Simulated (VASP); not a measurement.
# TiAl3 in VASP: notebook

The runs below take TiAl3 through single point, with PBEsol.

All numbers are computed with VASP 6.6.1; they aren't measurements. Logs are shortened: lines on timing, memory, paths and dates and some standing lists are left out, and cuts for length are marked.

### Step 1. The cell of the first run

Symmetry: Pm-3m, No. 221, cubic system. Conventional cell: a = 3.830 Å, b = 3.830 Å, c = 3.830 Å, α = 90.00°, β = 90.00°, γ = 90.00°. Ti (site symmetry m-3m) has 12 Al at 2.71 Å within 3.6 Å. Within 3.6 Å of Al (site symmetry 4/mmm) lie 4 Ti at 2.71 Å and 8 Al at 2.71 Å.

### Step 2. Single point, PBEsol (strain -0.030 along x and y, -0.030 along z)

INCAR reads:

```
PREC     = Accurate       # precision mode
ENCUT    = 520            # plane-wave cutoff, eV
EDIFF    = 1E-6           # SCF threshold, eV
ISMEAR   = 0              # smearing method
SIGMA    = 0.15           # smearing width, eV
LREAL    = False          # projectors in reciprocal space
LASPH    = True           # aspherical terms in the spheres
NELM     = 60             # most SCF steps
ALGO     = Normal         # electronic algorithm
ISIF     = 2              # what is computed and relaxed
LWAVE    = False          # write WAVECAR
LCHARG   = False          # write CHGCAR
GGA      = PS             # functional
NBANDS   = 18             # bands
```

KPOINTS reads:

```
regular mesh
0
Gamma
  12 12 12
```

POSCAR reads:

```
TiAl3
1.0
    3.8298944658      0.0000000000      0.0000000000
    0.0000000000      3.8298944658      0.0000000000
    0.0000000000      0.0000000000      3.8298944658
Ti Al
1 3
Direct
    0.0000000000      0.0000000000      0.0000000000
    0.5000000000      0.5000000000      0.0000000000
    0.5000000000      0.0000000000      0.5000000000
    0.0000000000      0.5000000000      0.5000000000
```

Potentials or basis: VASP PAW PBE potentials, release 64 (Ti_sv, Al).

The run is started by

```console
cat potpaw_PBE.64/Ti_sv/POTCAR potpaw_PBE.64/Al/POTCAR > POTCAR
mpirun -np 1 vasp_std > vasp.out
```

OUTCAR:

```text
PREC = Accurate
   ENCUT = 520
   EDIFF = 1E-6
   ISMEAR = 0
   LREAL = False
   LASPH = True
   NELM = 60
   ISIF = 2
   GGA = PS

 ion  position               nearest neighbor table
   1  0.000  0.000  0.000-   2 2.71   3 2.71   4 2.71   3 2.71   4 2.71   2 2.71   4 2.71   4 2.71
                             2 2.71   3 2.71   3 2.71   2 2.71
   2  0.500  0.500  0.000-   1 2.71   3 2.71   4 2.71   3 2.71   4 2.71   1 2.71   3 2.71   3 2.71
                             1 2.71   4 2.71   4 2.71   1 2.71
   3  0.500  0.000  0.500-   1 2.71   2 2.71   4 2.71   1 2.71   2 2.71   2 2.71   4 2.71   2 2.71
                             1 2.71   4 2.71   1 2.71   4 2.71
   4  0.000  0.500  0.500-   1 2.71   2 2.71   3 2.71   1 2.71   2 2.71   1 2.71   3 2.71   1 2.71
                             2 2.71   3 2.71   2 2.71   3 2.71

  LATTYP: Found a simple cubic cell.
 ALAT       =     3.8298944658

  Lattice vectors:

 A1 = (   3.8298944658,   0.0000000000,   0.0000000000)
 A2 = (   0.0000000000,   3.8298944658,   0.0000000000)
 A3 = (   0.0000000000,   0.0000000000,   3.8298944658)

Analysis of symmetry for initial positions (statically):
=====================================================================
 Subroutine PRICEL returns:
 Original cell was already a primitive cell.

 Routine SETGRP: Setting up the symmetry group for a
 simple cubic supercell.

 Subroutine GETGRP returns: Found 48 space group operations
 (whereof 48 operations were pure point group operations)
 out of a pool of 48 trial point group operations.

The static configuration has the point symmetry O_h .

Analysis of symmetry for dynamics (positions and initial velocities):
=====================================================================
 Subroutine PRICEL returns:
 Original cell was already a primitive cell.

 Routine SETGRP: Setting up the symmetry group for a
 simple cubic supercell.

 Subroutine GETGRP returns: Found 48 space group operations
 (whereof 48 operations were pure point group operations)
 out of a pool of 48 trial point group operations.

The dynamic configuration has the point symmetry O_h .

 Subroutine INISYM returns: Found 48 space group operations
 (whereof 48 operations are pure point group operations),
 and found     1 'primitive' translations

----------------------------------------------------------------------------------------

                                     Primitive cell

  volume of cell :      56.1772

  direct lattice vectors                    reciprocal lattice vectors
     3.829894466  0.000000000  0.000000000     0.261103800  0.000000000  0.000000000
     0.000000000  3.829894466  0.000000000     0.000000000  0.261103800  0.000000000
     0.000000000  0.000000000  3.829894466     0.000000000  0.000000000  0.261103800

  length of vectors
     3.829894466  3.829894466  3.829894466     0.261103800  0.261103800  0.261103800

  position of ions in fractional coordinates (direct lattice)
     0.000000000  0.000000000  0.000000000
     0.500000000  0.500000000  0.000000000
     0.500000000  0.000000000  0.500000000
     0.000000000  0.500000000  0.500000000

  ion indices of the primitive-cell ions
   primitive index   ion index
                 1           1
                 2           2
                 3           3
                 4           4

----------------------------------------------------------------------------------------

 KPOINTS: regular mesh

Automatic generation of k-mesh.
 Grid dimensions read from file:
 generate k-points for:   12   12   12

 Generating k-lattice:

  Cartesian coordinates                     Fractional coordinates (reciprocal lattice)
     0.021758650  0.000000000  0.000000000     0.083333333  0.000000000  0.000000000
     0.000000000  0.021758650  0.000000000     0.000000000  0.083333333  0.000000000
     0.000000000  0.000000000  0.021758650     0.000000000  0.000000000  0.083333333

  Length of vectors
     0.021758650  0.021758650  0.021758650

  Shift w.r.t. Gamma in fractional coordinates (k-lattice)
     0.000000000  0.000000000  0.000000000

 Subroutine IBZKPT returns following result:
 ===========================================

 Found     84 irreducible k-points:

 Following reciprocal coordinates:
            Coordinates               Weight
  0.000000  0.000000  0.000000      1.000000
  0.083333  0.000000  0.000000      6.000000
  0.166667  0.000000  0.000000      6.000000
  0.250000  0.000000  0.000000      6.000000
  0.333333  0.000000  0.000000      6.000000
  0.416667  0.000000  0.000000      6.000000
[... 16 lines left out ...]
  0.333333  0.333333  0.000000     12.000000
  0.416667  0.333333  0.000000     24.000000
 [... further k-points ...]
   k-points           NKPTS =     84   k-points in BZ     NKDIM =     84   number of bands    NBANDS=     18
   number of dos      NEDOS =    301   number of ions     NIONS =      4
   total plane-waves  NPLWV =  21952
   dimension x,y,z NGX =    28 NGY =   28 NGZ =   28
   dimension x,y,z NGXF=    56 NGYF=   56 NGZF=   56
   ions per type =               1   3
   NGX,Y,Z   is equivalent  to a cutoff of  12.15, 12.15, 12.15 a.u.
   NGXF,Y,Z  is equivalent  to a cutoff of  24.31, 24.31, 24.31 a.u.
 SYSTEM =  unknown system
   PREC   = accura    normal or accurate (medium, high low for compatibility)
   ISTART =      0    job   : 0-new  1-cont  2-samecut
   ICHARG =      2    charge: 1-file 2-atom 10-const
   ISPIN  =      1    spin polarized calculation?
   LNONCOLLINEAR =      F non collinear calculations
   LSORBIT =      F    spin-orbit coupling
   LASPH  =      T    aspherical Exc in radial PAW
   ENCUT  =  520.0 eV  38.22 Ry    6.18 a.u.   7.12  7.12  7.12*2*pi/ulx,y,z
   NELM   =     60;   NELMIN=  2; NELMDL= -5     # of ELM steps
   EDIFF  = 0.1E-05   stopping-criterion for ELM
   LREAL  =      F    real-space projection
   EDIFFG = 0.1E-04   stopping-criterion for IOM
   NSW    =      0    number of steps for IOM
   IBRION =     -1    ionic relax: 0-MD 1-quasi-New 2-CG
   NFREE  =      0    steps in history (QN), initial steepest desc. (CG)
   ISIF   =      2    stress and relaxation
   ISYM   =      2    0-nonsym 1-usesym 2-fastsym
   POTIM  = 0.5000    time-step for ionic-motion
   TEBEG  =    0.0;   TEEND  =   0.0 temperature during run
   PSTRESS=    0.0 pullay stress
   NELECT =      21.0000    total number of electrons
   NUPDOWN=      -1.0000    fix difference up-down
   EMIN   =  10.00;   EMAX   =-10.00  energy-range for DOS
   EFERMI =   0.00;   METHOD = LEGACY
   ISMEAR =     0;   SIGMA  =   0.15  broadening in eV -4-tet -1-fermi 0-gaus
   EFERMI_NEDOS =   21; number of points for ismear=-14 and -15
   IALGO  =     38    algorithm
   IMIX   =      4    mixing-type and parameters
     AMIX     =   0.40;   BMIX     =  1.00
     AMIX_MAG =   1.60;   BMIX_MAG =  1.00
  volume/ion in A,a.u.               =      14.04        94.78
  Fermi-wavevector in a.u.,A,eV,Ry     =   1.179309  2.228572 18.922586  1.390771
  Thomas-Fermi vector in A             =   2.315623
   LORBIT       =      0    0 simple, 1 ext, 2 COOP (PROOUT), +10 PAW based schemes
   GGA     = PS    functional components
   LHFCALC =     F    Hartree Fock is set to
   AEXX    =    0.0000 exact exchange contribution
   IVDW    =     0    specifies the selected vdW correction
   LEPSILON=     F    determine dielectric tensor
   LRPA    =     F    only Hartree local field effects (RPA)
 non-spin polarized calculation
 Gauss-broadening in eV      SIGMA  =   0.15
  energy-cutoff  :      520.00
  volume of cell :       56.18
 maximum number of plane-waves:      1532
   NGX = 15   NGY = 15   NGZ = 15

 number of electron      21.0000010 magnetization

 Free energy of the ion-electron system (eV)
  ---------------------------------------------------
  ext. energy  EPLUGINS =         0.00000000
  ---------------------------------------------------
  free energy    TOTEN  =       -21.93502964 eV

  energy without entropy =      -21.90935226  energy(sigma->0) =      -21.92219095

 E-fermi :  10.1436     XC(G=0): -11.3151

 val. band max:       10.1419248236   @ k =   0.2500   0.1667   0.0000
 cond. band min:      10.1476357516   @ k =   0.5000   0.0833   0.0000
 fundamental gap:      0.0057109280
 Fermi energy:        10.1436089130

 k-point     1 :       0.0000    0.0000    0.0000
  band No.  band energies     occupation
      1     -46.3549      2.00000
      2     -22.7920      2.00000
      3     -22.7920      2.00000
      4     -22.7920      2.00000
      5      -1.2686      2.00000
      6       6.8012      2.00000
[... 10 lines left out ...]
     17      16.3487      0.00000
     18      16.3487      0.00000

 k-point     2 :       0.0833    0.0000    0.0000
  band No.  band energies     occupation
      1     -46.3548      2.00000
      2     -22.7942      2.00000
      3     -22.7918      2.00000
      4     -22.7918      2.00000
      5      -1.1958      2.00000
      6       6.2696      2.00000
[... 10 lines left out ...]
     17      16.2585      0.00000
     18      16.2585      0.00000

 k-point     3 :       0.1667    0.0000    0.0000
  band No.  band energies     occupation
      1     -46.3545      2.00000
      2     -22.8002      2.00000
      3     -22.7914      2.00000
      4     -22.7914      2.00000
      5      -0.9788      2.00000
      6       5.2827      2.00000
[... 10 lines left out ...]
     17      15.7991      0.00000
     18      15.7991      0.00000

 k-point     4 :       0.2500    0.0000    0.0000
  band No.  band energies     occupation
      1     -46.3541      2.00000
      2     -22.8085      2.00000
      3     -22.7908      2.00000
      4     -22.7908      2.00000
      5      -0.6224      2.00000
      6       4.2215      2.00000
[... 375 lines left out ...]
      4     -22.7886      2.00000
      5       1.3881      2.00000
      6       2.3841      2.00000
[... 10 lines left out ...]
     17      15.5231      0.00000
     18      15.8766      0.00000

 k-point    23 :       0.3333    0.3333    0.0000
  band No.  band energies     occupation
      1     -46.3527      2.00000
      2     -22.8142      2.00000
      3     -22.8134      2.00000
      4     -22.7886      2.00000
      5       0.9042      2.00000
      6       4.0734      2.00000
[... 10 lines left out ...]
     17      14.8746      0.00000
     18      16.1907      0.00000

 k-point    24 :       0.4167    0.3333    0.0000
  band No.  band energies     occupation
      1     -46.3524      2.00000
      2     -22.8195      2.00000
      3     -22.8131      2.00000
      4     -22.7882      2.00000
      5       1.4194      2.00000
      6       3.3040      2.00000
[... 10 lines left out ...]
     17      14.7793      0.00000
     18      16.2936      0.00000

 [... further k-points ...]

------------------------ aborting loop because EDIFF is reached ----------------------------------------

  FORCE on cell =-STRESS in cart. coord.  units (eV):
  Direction    XX          YY          ZZ          XY          YZ          ZX
  --------------------------------------------------------------------------------------
  -------------------------------------------------------------------------------------
  Total        4.3719594      4.3719594      4.3719594      0.0000000      0.0000000     -0.0000000
  in kB      124.6884672    124.6884672    124.6884672      0.0000000      0.0000000     -0.0000000
  external PRESSURE =     124.6884672 kB  Pullay stress =       0.0000000 kB

 VOLUME and BASIS-vectors are now :
 -----------------------------------------------------------------------------
  energy-cutoff  :      520.00
  volume of cell :       56.18
      direct lattice vectors                 reciprocal lattice vectors
     3.829894466  0.000000000  0.000000000     0.261103800  0.000000000  0.000000000
     0.000000000  3.829894466  0.000000000     0.000000000  0.261103800  0.000000000
     0.000000000  0.000000000  3.829894466     0.000000000  0.000000000  0.261103800

 POSITION                                       TOTAL-FORCE (eV/Angst)
 -----------------------------------------------------------------------------------
      0.00000      0.00000      0.00000         0.000000      0.000000      0.000000
      1.91495      1.91495      0.00000         0.000000      0.000000      0.000000
      1.91495      0.00000      1.91495         0.000000      0.000000      0.000000
      0.00000      1.91495      1.91495         0.000000      0.000000      0.000000
 -----------------------------------------------------------------------------------
    total drift:                               -0.000000     -0.000000     -0.000000

  FREE ENERGIE OF THE ION-ELECTRON SYSTEM (eV)
  ---------------------------------------------------
  free  energy   TOTEN  =       -21.9350296402 eV

  energy  without entropy=      -21.9093522617  energy(sigma->0) =      -21.92219095
```

Wall time 39 s (1 thread of AMD EPYC 9R45 (Zen 5), shared host); peak memory 0.18 GiB.

What came out:

* Free energy: -21.9350 eV
* Pressure: 12.5 GPa
* Band gap on the k mesh: zero (an odd number of electrons rules out a gap without spin polarisation)

Caveat: the cell differs from its parent crystal (strain -0.030 along x and y, -0.030 along z); the cell stands under pressure; the PAW data sets were made with another functional, which shifts forces and pressure a little.

### Step 3. Single point, PBEsol (strain -0.015 along x and y, -0.015 along z)

INCAR reads:

```
SYSTEM = TiAl3
ALGO = Normal
EDIFF = 1E-6
ENCUT = 520
GGA = PS
ISIF = 2
ISMEAR = 0
LASPH = .TRUE.
LCHARG = .FALSE.
LREAL = .FALSE.
LWAVE = .FALSE.
NBANDS = 18
NELM = 60
PREC = Accurate
SIGMA = 0.15
```

KPOINTS reads:

```
k-points
0
G
  12 12 12
  0 0 0
```

POSCAR reads:

```
TiAl3
1.0
    3.8891196379      0.0000000000      0.0000000000
    0.0000000000      3.8891196379      0.0000000000
    0.0000000000      0.0000000000      3.8891196379
Ti Al
1 3
Direct
    0.0000000000      0.0000000000      0.0000000000
    0.5000000000      0.5000000000      0.0000000000
    0.5000000000      0.0000000000      0.5000000000
    0.0000000000      0.5000000000      0.5000000000
```

Potentials or basis: VASP PAW PBE potentials, release 64 (Ti_sv, Al).

The run is started by

```console
cat potpaw_PBE.64/Ti_sv/POTCAR potpaw_PBE.64/Al/POTCAR > POTCAR
mpirun -np 1 vasp_std > vasp.out
```

OUTCAR:

```text
SYSTEM = TiAl3
   EDIFF = 1E-6
   ENCUT = 520
   GGA = PS
   ISIF = 2
   ISMEAR = 0
   LASPH = .TRUE.
   LREAL = .FALSE.
   NELM = 60
   PREC = Accurate

 ion  position               nearest neighbor table
   1  0.000  0.000  0.000-   2 2.75   3 2.75   4 2.75   3 2.75   4 2.75   2 2.75   4 2.75   4 2.75
                             2 2.75   3 2.75   3 2.75   2 2.75
   2  0.500  0.500  0.000-   1 2.75   3 2.75   4 2.75   3 2.75   4 2.75   1 2.75   3 2.75   3 2.75
                             1 2.75   4 2.75   4 2.75   1 2.75
[... 710 lines left out ...]
  --------------------------------------------------------------------------------------
  -------------------------------------------------------------------------------------
  Total        2.1043766      2.1043766      2.1043766     -0.0000000      0.0000000      0.0000000
  in kB       57.3165636     57.3165636     57.3165636     -0.0000000      0.0000000      0.0000000
  external PRESSURE =      57.3165636 kB  Pullay stress =       0.0000000 kB

 VOLUME and BASIS-vectors are now :
 -----------------------------------------------------------------------------
  energy-cutoff  :      520.00
  volume of cell :       58.82
      direct lattice vectors                 reciprocal lattice vectors
     3.889119638  0.000000000  0.000000000     0.257127600  0.000000000  0.000000000
     0.000000000  3.889119638  0.000000000     0.000000000  0.257127600  0.000000000
     0.000000000  0.000000000  3.889119638     0.000000000  0.000000000  0.257127600

 POSITION                                       TOTAL-FORCE (eV/Angst)
 -----------------------------------------------------------------------------------
      0.00000      0.00000      0.00000         0.000000      0.000000      0.000000
      1.94456      1.94456      0.00000         0.000000      0.000000      0.000000
      1.94456      0.00000      1.94456         0.000000      0.000000      0.000000
      0.00000      1.94456      1.94456         0.000000      0.000000      0.000000
 -----------------------------------------------------------------------------------
    total drift:                               -0.000000     -0.000000      0.000000

  FREE ENERGIE OF THE ION-ELECTRON SYSTEM (eV)
  ---------------------------------------------------
  free  energy   TOTEN  =       -22.0836001525 eV

  energy  without entropy=      -22.0565927856  energy(sigma->0) =      -22.07009647
```

OSZICAR:

```text
N       E                     dE             d eps       ncg     rms          rms(c)
DAV:   1     0.121270949331E+03    0.12127E+03   -0.91732E+03  3024   0.108E+03
DAV:   2    -0.155486028505E+02   -0.13682E+03   -0.13302E+03  3092   0.287E+02
DAV:   3    -0.238694386717E+02   -0.83208E+01   -0.81796E+01  4678   0.663E+01
DAV:   4    -0.240902610447E+02   -0.22082E+00   -0.21991E+00  3704   0.987E+00
DAV:   5    -0.240973038319E+02   -0.70428E-02   -0.70403E-02  4510   0.177E+00    0.121E+01
DAV:   6    -0.229313363145E+02    0.11660E+01   -0.22433E+01  4180   0.356E+01    0.718E+00
DAV:   7    -0.221680527969E+02    0.76328E+00   -0.90460E+00  3798   0.209E+01    0.364E+00
DAV:   8    -0.221308877916E+02    0.37165E-01   -0.11676E+00  3902   0.818E+00    0.169E+00
DAV:   9    -0.220837646187E+02    0.47123E-01   -0.34946E-01  3910   0.443E+00    0.291E-01
DAV:  10    -0.220861172542E+02   -0.23526E-02   -0.11709E-02  3984   0.738E-01    0.387E-01
DAV:  11    -0.220837139650E+02    0.24033E-02   -0.82069E-03  4204   0.606E-01    0.108E-01
DAV:  12    -0.220836022318E+02    0.11173E-03   -0.77897E-04  4034   0.203E-01    0.565E-02
DAV:  13    -0.220836021782E+02    0.53530E-07   -0.12393E-05  3374   0.274E-02    0.409E-02
DAV:  14    -0.220836002892E+02    0.18890E-05   -0.70466E-06  3640   0.209E-02    0.110E-02
DAV:  15    -0.220836001525E+02    0.13670E-06   -0.25634E-07  1870   0.453E-03
   1 F= -.22083600E+02 E0= -.22070096E+02  d E =-.270074E-01
```

stdout:

```text
POSCAR found type information on POSCAR TiAl
 POSCAR found :  2 types and       4 ions
 scaLAPACK will be used
 -----------------------------------------------------------------------------
|                                                                             |
|                                                                             |
|     You enforced a specific xc type in the INCAR file but a different       |
|     I HOPE YOU KNOW WHAT YOU ARE DOING!                                     |
|                                                                             |
 -----------------------------------------------------------------------------

 LDA part: xc-table for (Slater+PW92), standard interpolation
 POSCAR, INCAR and KPOINTS ok, starting setup
 FFT: planning ... GRIDC
 FFT: planning ... GRID_SOFT
 FFT: planning ... GRID
 WAVECAR not read
 entering main loop
```

It took 49 s on 1 thread of AMD EPYC 9R45 (Zen 5), shared host; peak memory 0.19 GiB.

What came out:

```
Free energy            : -22.0836 eV
Pressure               : 5.7 GPa
Band gap on the k mesh : zero (an odd number of electrons rules out a gap without spin polarisation)
```

Caveat: the cell differs from its parent crystal (strain -0.015 along x and y, -0.015 along z); the cell stands under pressure; the PAW data sets were made with another functional, which shifts forces and pressure a little.

(Part 1 of 2 ends here.)
